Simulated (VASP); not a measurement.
A run of VASP 6.6.1 is set up as follows.

File INCAR:

```
PREC     = Accurate       # precision mode
ENCUT    = 520            # plane-wave cutoff, eV
EDIFF    = 1E-7           # SCF threshold, eV
ISMEAR   = -1             # smearing method
SIGMA    = 0.1            # smearing width, eV
LREAL    = F              # projectors in reciprocal space
LASPH    = T              # aspherical terms in the spheres
NELM     = 100            # most SCF steps
ALGO     = Normal         # electronic algorithm
ISIF     = 2              # what is computed and relaxed
LWAVE    = F              # write WAVECAR
LCHARG   = F              # write CHGCAR
GGA      = PS             # functional
NBANDS   = 21             # bands
```

Contents of KPOINTS:

```
Automatic mesh
0
Gamma
  10 10 10
```

File POSCAR:

```
Sn
1.0
    0.0000000000      3.2711115538      3.2711115538
    3.2711115538      0.0000000000      3.2711115538
    3.2711115538      3.2711115538      0.0000000000
Sn
2
Direct
    0.5000000000      0.5000000000      0.5000000000
    0.7500000000      0.7500000000      0.7500000000
```

Potentials or basis: VASP PAW PBE potentials, release 64 (Sn_d).

Launch:

```bash
$ cat potpaw_PBE.64/Sn_d/POTCAR > POTCAR
$ mpirun -np 1 vasp_std > vasp.out
```

Problem. What does it give for the band gap on the k mesh?

Solution. Zero (bands 14 and 15 overlap by 0.19 eV).

Problem. Predict the pressure.

Solution. -0.1 GPa.

Caveat: the PAW data sets were made with another functional, which shifts forces and pressure a little; spin-orbit coupling is left out, which moves the levels of the heavy elements.
